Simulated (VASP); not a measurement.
Crystal: SrTa.

```
CELL_PARAMETERS angstrom
3.40099 0.00000 0.00000
0.00000 3.40099 0.00000
0.00000 0.00000 4.45773
ATOMIC_POSITIONS crystal
Sr 0.50000 0.50000 0.50000
Ta 0.00000 0.00000 0.00000
```

```yaml
Program: VASP 6.6.1
Task: relaxation of cell and atoms
Functional: PBE
Potentials_or_basis: VASP PAW PBE potentials, release 64 (Sr_sv, Ta_pv)
Cutoff: 600 eV
k_mesh: 16 × 16 × 12
Occupations: gaussian, width 0.1 eV
Spin: no spin polarisation
```

At the start: pressure 3.0 GPa; volume 25.78 Å³/atom.

Question: How do energy, volume and symmetry change on relaxing?

Answer: Over 12 steps the energy falls by 289.4 meV/atom and the volume is 25.68 Å³/atom (-0.4 %); space group P4/mmm (No. 123, to 0.1 Å) before and after.

The path:
```csv
step,energy change (eV),largest force (eV/Å),pressure (GPa),volume (Å³)
1,0.0000,0.0000,3.02,51.56
2,-0.2430,0.0000,-1.24,55.12
3,-0.3294,0.0000,-4.99,59.05
4,-0.4941,0.0000,-3.91,56.14
5,-0.5581,0.0000,-2.51,53.74
6,-0.5603,0.0000,-2.16,53.29
7,-0.5601,0.0000,-2.28,53.42
8,-0.5783,0.0000,0.01,51.36
9,-0.5784,0.0000,-0.19,51.52
10,-0.5784,0.0000,-0.21,51.56
11,-0.5788,0.0000,-0.11,51.43
12,-0.5789,0.0000,-0.04,51.35
```

Final structure:
```
CELL_PARAMETERS angstrom
3.01816 0.00000 0.00000
0.00000 3.01816 0.00000
0.00000 0.00000 5.63745
ATOMIC_POSITIONS crystal
Sr 0.50000 0.50000 0.50000
Ta 0.00000 0.00000 0.00000
```

Caveat: a cell axis changed by over 15 % at a fixed basis, so the end point is rough.
